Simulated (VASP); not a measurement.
# Ta (Pm-3m) in VASP: notebook

Runs on Ta. Level: PBEsol. Tasks: relaxation of cell and atoms.

Program: VASP 6.6.1. These are calculated values, not measurements. Logs are shortened: lines on timing, memory, paths and dates and some standing lists are left out, and cuts for length are marked.

## 1. The cell of the first run

Symmetry: Pm-3m, No. 221, cubic system. The conventional cell has a = 2.710 Å, b = 2.710 Å, c = 2.710 Å, α = 90.00°, β = 90.00°, γ = 90.00°. Ta (site symmetry m-3m) has 6 Ta at 2.71 Å within 3.6 Å.

## 2. Relaxation of cell and atoms, PBEsol, target pressure 40 GPa, at which the enthalpy is minimised

The input, INCAR:

```
PREC     = Accurate       # precision mode
ENCUT    = 600            # plane-wave cutoff, eV
EDIFF    = 1E-6           # SCF threshold, eV
ISMEAR   = -1             # smearing method
SIGMA    = 0.05           # smearing width, eV
LREAL    = F              # projectors in reciprocal space
LASPH    = T              # aspherical terms in the spheres
NELM     = 100            # most SCF steps
ALGO     = Normal         # electronic algorithm
ISIF     = 3              # what is computed and relaxed
LWAVE    = F              # write WAVECAR
LCHARG   = F              # write CHGCAR
GGA      = PS             # functional
IBRION   = 2              # ionic algorithm
NSW      = 80             # ionic steps
EDIFFG   = -0.02          # ionic threshold
PSTRESS  = 400.0
```

The input, KPOINTS:

```
Automatic mesh
0
Gamma
  15 15 15
```

The input, POSCAR:

```
Ta
1.0
    2.7100000000      0.0000000000      0.0000000000
    0.0000000000      2.7100000000      0.0000000000
    0.0000000000      0.0000000000      2.7100000000
Ta
1
Direct
    0.0000000000      0.0000000000      0.0000000000
```

Potentials or basis: VASP PAW PBE potentials, release 64 (Ta_pv).

The run is started by

```console
> cat potpaw_PBE.64/Ta_pv/POTCAR > POTCAR
> mpirun -np 1 vasp_std > vasp.out
```

OUTCAR:

```text
PREC = Accurate
   ENCUT = 600
   EDIFF = 1E-6
   ISMEAR = -1
   LREAL = F
   LASPH = T
   NELM = 100
   ISIF = 3
   GGA = PS
   IBRION = 2
   NSW = 80
   EDIFFG = -0.02
   PSTRESS = 400.0

 ion  position               nearest neighbor table
   1  0.000  0.000  0.000-

  LATTYP: Found a simple cubic cell.
 ALAT       =     2.7100000000

  Lattice vectors:

 A1 = (   2.7100000000,   0.0000000000,   0.0000000000)
 A2 = (   0.0000000000,   2.7100000000,   0.0000000000)
 A3 = (   0.0000000000,   0.0000000000,   2.7100000000)

Analysis of symmetry for initial positions (statically):
=====================================================================
 Subroutine PRICEL returns:
 Original cell was already a primitive cell.

 Routine SETGRP: Setting up the symmetry group for a
 simple cubic supercell.

 Subroutine GETGRP returns: Found 48 space group operations
 (whereof 48 operations were pure point group operations)
 out of a pool of 48 trial point group operations.

The static configuration has the point symmetry O_h .

Analysis of symmetry for dynamics (positions and initial velocities):
=====================================================================
 Subroutine PRICEL returns:
 Original cell was already a primitive cell.

 Routine SETGRP: Setting up the symmetry group for a
 simple cubic supercell.

 Subroutine GETGRP returns: Found 48 space group operations
 (whereof 48 operations were pure point group operations)
 out of a pool of 48 trial point group operations.

The dynamic configuration has the point symmetry O_h .

 Subroutine INISYM returns: Found 48 space group operations
 (whereof 48 operations are pure point group operations),
 and found     1 'primitive' translations

----------------------------------------------------------------------------------------

                                     Primitive cell

  volume of cell :      19.9025

  direct lattice vectors                    reciprocal lattice vectors
     2.710000000  0.000000000  0.000000000     0.369003690  0.000000000  0.000000000
     0.000000000  2.710000000  0.000000000     0.000000000  0.369003690  0.000000000
     0.000000000  0.000000000  2.710000000     0.000000000  0.000000000  0.369003690

  length of vectors
     2.710000000  2.710000000  2.710000000     0.369003690  0.369003690  0.369003690

  position of ions in fractional coordinates (direct lattice)
     0.000000000  0.000000000  0.000000000

  ion indices of the primitive-cell ions
   primitive index   ion index
                 1           1

----------------------------------------------------------------------------------------

 KPOINTS: Automatic mesh

Automatic generation of k-mesh.
 Grid dimensions read from file:
 generate k-points for:   15   15   15

 Generating k-lattice:

  Cartesian coordinates                     Fractional coordinates (reciprocal lattice)
     0.024600246  0.000000000  0.000000000     0.066666667  0.000000000  0.000000000
     0.000000000  0.024600246  0.000000000     0.000000000  0.066666667  0.000000000
     0.000000000  0.000000000  0.024600246     0.000000000  0.000000000  0.066666667

  Length of vectors
     0.024600246  0.024600246  0.024600246

  Shift w.r.t. Gamma in fractional coordinates (k-lattice)
     0.000000000  0.000000000  0.000000000

 Subroutine IBZKPT returns following result:
 ===========================================

 Found    120 irreducible k-points:

 Following reciprocal coordinates:
            Coordinates               Weight
  0.000000  0.000000  0.000000      1.000000
  0.066667  0.000000  0.000000      6.000000
  0.133333  0.000000  0.000000      6.000000
  0.200000  0.000000  0.000000      6.000000
  0.266667  0.000000  0.000000      6.000000
  0.333333  0.000000  0.000000      6.000000
[... 16 lines left out ...]
  0.266667  0.200000  0.000000     24.000000
  0.333333  0.200000  0.000000     24.000000
 [... further k-points ...]
   k-points           NKPTS =    120   k-points in BZ     NKDIM =    120   number of bands    NBANDS=      9
   number of dos      NEDOS =    301   number of ions     NIONS =      1
   total plane-waves  NPLWV =  13824
   dimension x,y,z NGX =    24 NGY =   24 NGZ =   24
   dimension x,y,z NGXF=    48 NGYF=   48 NGZF=   48
   ions per type =               1
   NGX,Y,Z   is equivalent  to a cutoff of  14.72, 14.72, 14.72 a.u.
   NGXF,Y,Z  is equivalent  to a cutoff of  29.45, 29.45, 29.45 a.u.
 SYSTEM =  unknown system
   PREC   = accura    normal or accurate (medium, high low for compatibility)
   ISTART =      0    job   : 0-new  1-cont  2-samecut
   ICHARG =      2    charge: 1-file 2-atom 10-const
   ISPIN  =      1    spin polarized calculation?
   LNONCOLLINEAR =      F non collinear calculations
   LSORBIT =      F    spin-orbit coupling
   LASPH  =      T    aspherical Exc in radial PAW
   ENCUT  =  600.0 eV  44.10 Ry    6.64 a.u.   5.41  5.41  5.41*2*pi/ulx,y,z
   NELM   =    100;   NELMIN=  2; NELMDL= -5     # of ELM steps
   EDIFF  = 0.1E-05   stopping-criterion for ELM
   LREAL  =      F    real-space projection
   EDIFFG = -.2E-01   stopping-criterion for IOM
   NSW    =     80    number of steps for IOM
   IBRION =      2    ionic relax: 0-MD 1-quasi-New 2-CG
   NFREE  =      1    steps in history (QN), initial steepest desc. (CG)
   ISIF   =      3    stress and relaxation
   ISYM   =      2    0-nonsym 1-usesym 2-fastsym
   POTIM  = 0.5000    time-step for ionic-motion
   TEBEG  =    0.0;   TEEND  =   0.0 temperature during run
   PSTRESS=  400.0 pullay stress
   NELECT =      11.0000    total number of electrons
   NUPDOWN=      -1.0000    fix difference up-down
   EMIN   =  10.00;   EMAX   =-10.00  energy-range for DOS
   EFERMI =   0.00;   METHOD = LEGACY
   ISMEAR =    -1;   SIGMA  =   0.05  broadening in eV -4-tet -1-fermi 0-gaus
   EFERMI_NEDOS =   21; number of points for ismear=-14 and -15
   IALGO  =     38    algorithm
   IMIX   =      4    mixing-type and parameters
     AMIX     =   0.40;   BMIX     =  1.00
     AMIX_MAG =   1.60;   BMIX_MAG =  1.00
  volume/ion in A,a.u.               =      19.90       134.31
  Fermi-wavevector in a.u.,A,eV,Ry     =   1.343496  2.538840 24.558271  1.804982
  Thomas-Fermi vector in A             =   2.471565
   LORBIT       =      0    0 simple, 1 ext, 2 COOP (PROOUT), +10 PAW based schemes
   GGA     = PS    functional components
   LHFCALC =     F    Hartree Fock is set to
   AEXX    =    0.0000 exact exchange contribution
   IVDW    =     0    specifies the selected vdW correction
   LEPSILON=     F    determine dielectric tensor
   LRPA    =     F    only Hartree local field effects (RPA)
 conjugate gradient relaxation of ions
 non-spin polarized calculation
  energy-cutoff  :      600.00
  volume of cell :       19.90
 maximum number of plane-waves:       691
 NGX is ok and might be reduce to    24
   NGX = 11   NGY = 11   NGZ = 11

--------------------------------------- Ionic step        1  -------------------------------------------

 number of electron      10.9999998 magnetization

 Free energy of the ion-electron system (eV)
  ---------------------------------------------------
  ext. energy  EPLUGINS =         0.00000000
  ---------------------------------------------------
  free energy    TOTEN  =       -11.38853161 eV

  energy without entropy =      -11.37526693  energy(sigma->0) =      -11.38189927

------------------------ aborting loop because EDIFF is reached ----------------------------------------

  FORCE on cell =-STRESS in cart. coord.  units (eV):
  Direction    XX          YY          ZZ          XY          YZ          ZX
  --------------------------------------------------------------------------------------
  -------------------------------------------------------------------------------------
  Total        0.0787065      0.0787065      0.0787065      0.0000000     -0.0000000      0.0000000
  in kB        6.3359757      6.3359757      6.3359757      0.0000000     -0.0000000      0.0000000
  external PRESSURE =    -393.6640243 kB  Pullay stress =     400.0000000 kB

 VOLUME and BASIS-vectors are now :
 -----------------------------------------------------------------------------
  energy-cutoff  :      600.00
  volume of cell :       19.90
      direct lattice vectors                 reciprocal lattice vectors
     2.710000000  0.000000000  0.000000000     0.369003690  0.000000000  0.000000000
     0.000000000  2.710000000  0.000000000     0.000000000  0.369003690  0.000000000
     0.000000000  0.000000000  2.710000000     0.000000000  0.000000000  0.369003690
[... 7 lines left out ...]
  FREE ENERGIE OF THE ION-ELECTRON SYSTEM (eV)
  ---------------------------------------------------
  free  energy   TOTEN  =       -11.3885316082 eV

  energy  without entropy=      -11.3752669320  energy(sigma->0) =      -11.38189927

  enthalpy is  TOTEN    =        -6.4196656463 eV   P V=        4.9688659619

--------------------------------------- Ionic step        2  -------------------------------------------

 number of electron      11.0000001 magnetization

 E-fermi :  13.6542     XC(G=0): -16.6905

 val. band max:       13.5954080704   @ k =   0.4667   0.4000   0.1333
 cond. band min:      13.7080248992   @ k =   0.4667   0.3333   0.1333
 fundamental gap:      0.1126168289
 Fermi energy:        13.6542006295

 k-point     1 :       0.0000    0.0000    0.0000
  band No.  band energies     occupation
      1     -17.8292      2.00000
      2     -17.8292      2.00000
      3     -17.8292      2.00000
      4       4.0592      2.00000
      5       4.7625      2.00000
      6       4.7625      2.00000
      7      27.9923      0.00000
      8      27.9923      0.00000
      9      27.9923      0.00000

 k-point     2 :       0.0667    0.0000    0.0000
  band No.  band energies     occupation
      1     -18.4720      2.00000
      2     -17.7821      2.00000
      3     -17.7821      2.00000
      4       4.3407      2.00000
      5       4.8593      2.00000
      6       5.5696      2.00000
      7      27.0014      0.00000
      8      27.0014      0.00000
      9      28.0561      0.00000
[... 366 lines left out ...]
  FREE ENERGIE OF THE ION-ELECTRON SYSTEM (eV)
  ---------------------------------------------------
  free  energy   TOTEN  =       -11.1036163270 eV

  energy  without entropy=      -11.0902522565  energy(sigma->0) =      -11.09693429

  enthalpy is  TOTEN    =        -6.8717865141 eV   P V=        4.2318298129

--------------------------------------- Ionic step        5  -------------------------------------------

 number of electron      11.0000002 magnetization

 Free energy of the ion-electron system (eV)
  ---------------------------------------------------
  ext. energy  EPLUGINS =         0.00000000
  ---------------------------------------------------
  free energy    TOTEN  =       -11.02634203 eV

  energy without entropy =      -11.01334507  energy(sigma->0) =      -11.01984355

 E-fermi :   6.0376     XC(G=0): -13.0328

 val. band max:        6.0262688444   @ k =   0.3333   0.0667   0.0000
 cond. band min:       6.0491802540   @ k =   0.3333   0.2000   0.2000
 fundamental gap:      0.0229114095
 Fermi energy:         6.0376372690

 k-point     1 :       0.0000    0.0000    0.0000
  band No.  band energies     occupation
      1     -26.6442      2.00000
      2     -26.6442      2.00000
      3     -26.6442      2.00000
      4      -2.0042      2.00000
      5       2.5380      2.00000
      6       2.5380      2.00000
      7      13.8841      0.00000
      8      13.8841      0.00000
      9      13.8841      0.00000

 k-point     2 :       0.0667    0.0000    0.0000
  band No.  band energies     occupation
      1     -26.7537      2.00000
      2     -26.6351      2.00000
      3     -26.6351      2.00000
      4      -1.8305      2.00000
      5       2.5853      2.00000
      6       2.7408      2.00000
      7      13.5190      0.00000
      8      13.5190      0.00000
      9      13.9079      0.00000
[... 286 lines left out ...]
 POSITION                                       TOTAL-FORCE (eV/Angst)
 -----------------------------------------------------------------------------------
      0.00000      0.00000      0.00000        -0.000000     -0.000000      0.000000
 -----------------------------------------------------------------------------------
    total drift:                                0.000000     -0.000000      0.000000

  FREE ENERGIE OF THE ION-ELECTRON SYSTEM (eV)
  ---------------------------------------------------
  free  energy   TOTEN  =       -11.0263420282 eV

  energy  without entropy=      -11.0133450736  energy(sigma->0) =      -11.01984355

  enthalpy is  TOTEN    =        -6.8775995729 eV   P V=        4.1487424553

 reached required accuracy - stopping structural energy minimisation
```

It took 2.2 min on 1 thread of Intel Xeon 8259CL, shared host; peak memory 0.19 GiB.

Results:

* Free energy: -11.0263 eV
* Relaxed volume: 16.62 Å³/atom
* Relaxed cell: a = 2.552 Å, b = 2.552 Å, c = 2.552 Å, α = 90.00°, β = 90.00°, γ = 90.00°
* Space group after relaxing (to 0.05 Å): Pm-3m (No. 221)
* Energy change on relaxing (the enthalpy is what falls): +362.2 meV/atom
* Ionic steps: 5
* Pressure after relaxing: 40.1 GPa

Step by step:
| step | energy change (eV) | largest force (eV/Å) | pressure (GPa) | volume (Å³) |
| --- | --- | --- | --- | --- |
| 1 | 0.0000 | 0.0000 | 0.63 | 19.90 |
| 2 | 11.0821 | 0.0000 | 656.69 | 8.88 |
| 3 | 0.2176 | 0.0000 | 29.16 | 17.29 |
| 4 | 0.2849 | 0.0000 | 34.45 | 16.95 |
| 5 | 0.3622 | 0.0000 | 40.08 | 16.62 |

Final structure:
```xyz
1
Lattice="2.5519 0.0000 0.0000 0.0000 2.5519 0.0000 0.0000 0.0000 2.5519" Properties=species:S:1:pos:R:3 pbc="T T T"
Ta    0.0000    0.0000    0.0000
```

Levels at points of the mesh, in eV from the Fermi level:
| k point | band 4 | band 5 | band 6 | band 7 | band 8 | band 9 |
| --- | --- | --- | --- | --- | --- | --- |
| (0.00, 0.00, 0.00) | -8.04 | -3.50 | -3.50 | 7.85 | 7.85 | 7.85 |

Caveat: the cell is relaxed towards a set pressure, so the enthalpy falls and the energy may rise; the volume moved by over 15 % at a fixed basis, so the end points are rough; the PAW data sets were made with another functional, which shifts forces and pressure a little; spin-orbit coupling is left out, which moves the levels of the heavy elements.

[end of part 1 of 2]
